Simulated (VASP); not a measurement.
**BaTiO3: single point with PBE+D4**

BaTiO3:

```
CELL_PARAMETERS angstrom
3.99587 0.00000 0.00000
0.00000 3.99587 0.00000
0.00000 0.00000 3.99587
ATOMIC_POSITIONS crystal
Ba 0.50000 0.50000 0.50000
Ti 0.00000 0.00000 0.00000
O 0.50000 0.00000 0.00000
O 0.00000 0.50000 0.00000
O 0.00000 0.00000 0.50000
```

| Quantity | Value |
| --- | --- |
| Program | VASP 6.6.1 |
| Task | single point |
| Functional | PBE |
| Dispersion | D4 |
| Potentials or basis | VASP PAW PBE potentials, release 64 (Ba_sv, Ti_sv, O_h) |
| Cutoff | 1340 eV |
| k mesh | 6 × 6 × 6 |
| Occupations | fermi-dirac, width 0.02 eV |
| Spin | no spin polarisation |

| Property | Result |
| --- | --- |
| Pressure | 1.7 GPa |
| Band gap on the k mesh | 1.76 eV (least direct gap 1.90 eV) |
| Dispersion energy per atom | -0.217 eV |

Levels at points of the mesh, in eV from the valence-band top:
```csv
k point,band 18,band 19,band 20,band 21,band 22,band 23
"(0.00, 0.00, 0.00)",-0.14,-0.14,-0.14,1.76,1.76,1.76
"(0.50, 0.00, 0.00)",-1.83,-0.71,-0.71,1.92,3.51,3.51
"(0.50, 0.50, 0.00)",-0.87,-0.87,-0.09,3.52,3.52,3.94
"(0.50, 0.50, 0.50)",0.00,0.00,0.00,4.19,4.19,4.19
```

Wall time 87 s on 1 thread of Intel(R) Xeon(R) Platinum 8488C (Sapphire Rapids) (shared host), peak memory 0.41 GiB.

Caveat: spin-orbit coupling is left out, which moves the levels of the heavy elements. A k mesh can miss the band edges.
